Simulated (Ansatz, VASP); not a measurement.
## Ti: VASP beside Ansatz

```
Ti
1.0
     0.00000    2.03000    2.03000
     2.03000    0.00000    2.03000
     2.03000    2.03000    0.00000
Ti
1
Cartesian
  0.0000 0.0000 0.0000
```

Alike in both runs: task single point; functional PBEsol; k mesh 6 × 6 × 6; occupations gaussian, width 0.1 eV; no spin polarisation.

|  | VASP | Ansatz |
| --- | --- | --- |
| version | VASP 6.6.1 | Ansatz 0.2.0 |
| potentials or method | VASP PAW PBE potentials, release 64 (Ti_sv), cutoff 520 eV | scalar-relativistic, plane waves, PAW |
| valence electrons in the cell | 12 | 12 |

|  | VASP | Ansatz | Ansatz less VASP |
| --- | --- | --- | --- |
| gap on the k mesh at the Fermi level (eV) | none | none | - |
| pressure (GPa) | 0.1 | 0.3 | +0.27 |

VASP's potentials were made for PBE, not for PBEsol. A gap of «none» marks a metal or a gap that the smearing closes. The functional is the same, so the differences come from potentials, cutoffs and numerics.

The k mesh is coarse, so the values compare programs but aren't converged.
